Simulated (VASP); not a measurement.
# TiTe2 in VASP: notebook, part 2 of 2

VASP 6.6.1. Earlier steps stand in the parts before.

**3. Single point, PBEsol**

This run uses another cell than the first one, of 27.56 Å³/atom.

INCAR

```
SYSTEM = TiTe2
ALGO = Normal
EDIFF = 1E-7
ENCUT = 520
GGA = PS
ISIF = 2
ISMEAR = 0
LASPH = .True.
LCHARG = .False.
LREAL = .False.
LWAVE = .False.
NBANDS = 19
NELM = 100
PREC = Accurate
SIGMA = 0.02
```

KPOINTS

```
k-points
0
Gamma
  12 12 6
  0 0 0
```

POSCAR

```
TiTe2
1.0
    3.8143984718      0.0000000000      0.0000000000
   -1.9071992359      3.3033659767      0.0000000000
    0.0000000000      0.0000000000      6.5623408181
Te Ti
2 1
Direct
    0.3333333333      0.6666666667      0.7372000000
    0.6666666667      0.3333333333      0.2628000000
    0.0000000000      0.0000000000      0.0000000000
```

Potentials or basis: VASP PAW PBE potentials, release 64 (Te, Ti_sv).

On the command line:

```console
cat potpaw_PBE.64/Te/POTCAR potpaw_PBE.64/Ti_sv/POTCAR > POTCAR
mpirun -np 1 vasp_std > vasp.out
```

OUTCAR:

```text
SYSTEM = TiTe2
   EDIFF = 1E-7
   ENCUT = 520
   GGA = PS
   ISIF = 2
   ISMEAR = 0
   LASPH = .True.
   LREAL = .False.
   NELM = 100
   PREC = Accurate

 ion  position               nearest neighbor table
   1  0.333  0.667  0.737-   3 2.80   3 2.80   3 2.80
   2  0.667  0.333  0.263-   3 2.80   3 2.80   3 2.80
   3  0.000  0.000  0.000-   1 2.80   2 2.80   1 2.80   2 2.80   2 2.80   1 2.80

  LATTYP: Found a hexagonal cell.
 ALAT       =     3.8143984718
 C/A-ratio  =     1.7204130262

  Lattice vectors:

 A1 = (   3.8143984718,   0.0000000000,   0.0000000000)
 A2 = (  -1.9071992359,   3.3033659767,   0.0000000000)
 A3 = (   0.0000000000,   0.0000000000,   6.5623408181)

Analysis of symmetry for initial positions (statically):
=====================================================================
 Subroutine PRICEL returns:
 Original cell was already a primitive cell.

 Routine SETGRP: Setting up the symmetry group for a
 hexagonal supercell.

 Subroutine GETGRP returns: Found 12 space group operations
 (whereof 12 operations were pure point group operations)
 out of a pool of 24 trial point group operations.

The static configuration has the point symmetry D_3d.

Analysis of symmetry for dynamics (positions and initial velocities):
=====================================================================
 Subroutine PRICEL returns:
 Original cell was already a primitive cell.

 Routine SETGRP: Setting up the symmetry group for a
 hexagonal supercell.

 Subroutine GETGRP returns: Found 12 space group operations
 (whereof 12 operations were pure point group operations)
 out of a pool of 24 trial point group operations.

The dynamic configuration has the point symmetry D_3d.

 Subroutine INISYM returns: Found 12 space group operations
 (whereof 12 operations are pure point group operations),
 and found     1 'primitive' translations
[... 106 lines left out ...]
   TEBEG  =    0.0;   TEEND  =   0.0 temperature during run
   PSTRESS=    0.0 pullay stress
   NELECT =      24.0000    total number of electrons
   NUPDOWN=      -1.0000    fix difference up-down
   EMIN   =  10.00;   EMAX   =-10.00  energy-range for DOS
   EFERMI =   0.00;   METHOD = LEGACY
   ISMEAR =     0;   SIGMA  =   0.02  broadening in eV -4-tet -1-fermi 0-gaus
   EFERMI_NEDOS =   21; number of points for ismear=-14 and -15
   IALGO  =     38    algorithm
   IMIX   =      4    mixing-type and parameters
     AMIX     =   0.40;   BMIX     =  1.00
     AMIX_MAG =   1.60;   BMIX_MAG =  1.00
  volume/ion in A,a.u.               =      27.56       186.00
  Fermi-wavevector in a.u.,A,eV,Ry     =   1.083922  2.048316 15.985309  1.174887
  Thomas-Fermi vector in A             =   2.220000
   LORBIT       =      0    0 simple, 1 ext, 2 COOP (PROOUT), +10 PAW based schemes
   GGA     = PS    functional components
   LHFCALC =     F    Hartree Fock is set to
   AEXX    =    0.0000 exact exchange contribution
   IVDW    =     0    specifies the selected vdW correction
   LEPSILON=     F    determine dielectric tensor
   LRPA    =     F    only Hartree local field effects (RPA)
 non-spin polarized calculation
 Gauss-broadening in eV      SIGMA  =   0.02
  energy-cutoff  :      520.00
  volume of cell :       82.69
 maximum number of plane-waves:      2251
   NGX = 15   NGY = 15   NGZ = 25

 number of electron      23.9999993 magnetization

 Free energy of the ion-electron system (eV)
  ---------------------------------------------------
  ext. energy  EPLUGINS =         0.00000000
  ---------------------------------------------------
  free energy    TOTEN  =       -17.46742742 eV

  energy without entropy =      -17.46709727  energy(sigma->0) =      -17.46726235

 E-fermi :   6.3730     XC(G=0):  -9.8728

 val. band max:        6.3707600926   @ k =   0.4167   0.0000   0.0000
 cond. band min:       6.3855973705   @ k =   0.0833   0.0000   0.5000
 fundamental gap:      0.0148372778
 Fermi energy:         6.3729759515

 k-point     1 :       0.0000    0.0000    0.0000
  band No.  band energies     occupation
      1     -50.9755      2.00000
      2     -27.3289      2.00000
      3     -27.3289      2.00000
      4     -27.2788      2.00000
      5      -5.9144      2.00000
      6      -4.4935      2.00000
[... 505 lines left out ...]
      6      -4.4682      2.00000
[... 11 lines left out ...]
     18      12.5423      0.00000
     19      12.9461      0.00000

 [... further k-points ...]
[... 5 lines left out ...]
  --------------------------------------------------------------------------------------
  -------------------------------------------------------------------------------------
  Total       -2.1491909     -2.1491909     -1.7270670      0.0000000      0.0000000      0.0000000
  in kB      -41.6431954    -41.6431954    -33.4640287      0.0000000      0.0000000      0.0000000
  external PRESSURE =     -38.9168065 kB  Pullay stress =       0.0000000 kB

 VOLUME and BASIS-vectors are now :
 -----------------------------------------------------------------------------
  energy-cutoff  :      520.00
  volume of cell :       82.69
      direct lattice vectors                 reciprocal lattice vectors
     3.814398472  0.000000000  0.000000000     0.262164535  0.151360765  0.000000000
    -1.907199236  3.303365977  0.000000000     0.000000000  0.302721529  0.000000000
     0.000000000  0.000000000  6.562340818     0.000000000  0.000000000  0.152384649

 POSITION                                       TOTAL-FORCE (eV/Angst)
 -----------------------------------------------------------------------------------
     -0.00000      2.20224      4.83776         0.000000      0.000000      0.327879
      1.90720      1.10112      1.72458        -0.000000     -0.000000     -0.327879
      0.00000      0.00000      0.00000        -0.000000      0.000000      0.000000
 -----------------------------------------------------------------------------------
    total drift:                                0.000000     -0.000000      0.000000

  FREE ENERGIE OF THE ION-ELECTRON SYSTEM (eV)
  ---------------------------------------------------
  free  energy   TOTEN  =       -17.4674274232 eV

  energy  without entropy=      -17.4670972718  energy(sigma->0) =      -17.46726235
```

OSZICAR:

```text
N       E                     dE             d eps       ncg     rms          rms(c)
DAV:   1     0.176586572115E+03    0.17659E+03   -0.10771E+04  3800   0.117E+03
DAV:   2    -0.377053880651E+01   -0.18036E+03   -0.17567E+03  3996   0.297E+02
DAV:   3    -0.194578228400E+02   -0.15687E+02   -0.15388E+02  5721   0.826E+01
DAV:   4    -0.200277574167E+02   -0.56993E+00   -0.56752E+00  5022   0.147E+01
DAV:   5    -0.200487861257E+02   -0.21029E-01   -0.21018E-01  5450   0.271E+00    0.122E+01
DAV:   6    -0.201837265668E+02   -0.13494E+00   -0.41966E+01  4174   0.389E+01    0.155E+01
DAV:   7    -0.178147170417E+02    0.23690E+01   -0.38577E+01  4786   0.342E+01    0.568E+00
DAV:   8    -0.174776738265E+02    0.33704E+00   -0.17061E+00  4490   0.855E+00    0.194E+00
DAV:   9    -0.175063321223E+02   -0.28658E-01   -0.48803E-01  5171   0.421E+00    0.201E+00
DAV:  10    -0.174766854906E+02    0.29647E-01   -0.54160E-01  4553   0.480E+00    0.103E+00
DAV:  11    -0.174676282314E+02    0.90573E-02   -0.70877E-02  4418   0.179E+00    0.413E-01
DAV:  12    -0.174677130306E+02   -0.84799E-04   -0.57116E-03  4561   0.501E-01    0.297E-01
DAV:  13    -0.174674540558E+02    0.25897E-03   -0.78448E-04  4532   0.199E-01    0.990E-02
DAV:  14    -0.174674438991E+02    0.10157E-04   -0.38947E-05  4716   0.388E-02    0.480E-02
DAV:  15    -0.174674365423E+02    0.73568E-05   -0.70991E-06  4750   0.185E-02    0.364E-02
DAV:  16    -0.174674272497E+02    0.92926E-05   -0.45854E-05  4805   0.411E-02    0.205E-03
DAV:  17    -0.174674274453E+02   -0.19563E-06   -0.86307E-07  4340   0.699E-03    0.350E-03
DAV:  18    -0.174674274232E+02    0.22080E-07   -0.70051E-08  2668   0.196E-03
   1 F= -.17467427E+02 E0= -.17467262E+02  d E =-.330151E-03
```

stdout:

```text
POSCAR found type information on POSCAR TeTi
 POSCAR found :  2 types and       3 ions
 scaLAPACK will be used
 -----------------------------------------------------------------------------
|                                                                             |
|                                                                             |
|     You enforced a specific xc type in the INCAR file but a different       |
|     I HOPE YOU KNOW WHAT YOU ARE DOING!                                     |
|                                                                             |
 -----------------------------------------------------------------------------

 LDA part: xc-table for (Slater+PW92), standard interpolation
 POSCAR, INCAR and KPOINTS ok, starting setup
 FFT: planning ... GRIDC
 FFT: planning ... GRID_SOFT
 FFT: planning ... GRID
 WAVECAR not read
 entering main loop
```

It took 3.3 min on 1 thread of Intel Xeon 8259CL, shared host; peak memory 0.3 GiB.

Results:

- Free energy: -17.4674 eV
- Pressure: -3.9 GPa
- Largest force: 0.328 eV/Å
- Band gap on the k mesh: zero (bands 12 and 13 overlap by 0.63 eV)

Forces in eV/Å, atoms in the order of the input:
```
Te   0.000  0.000  0.328
Te   0.000  0.000 -0.328
Ti   0.000  0.000  0.000
```

Caveat: the cell stands under tension; the PAW data sets were made with another functional, which shifts forces and pressure a little; spin-orbit coupling is left out, which moves the levels of the heavy elements; this functional lacks dispersion, which binds the layers, so the pressure and a relaxed spacing across them are unreliable.
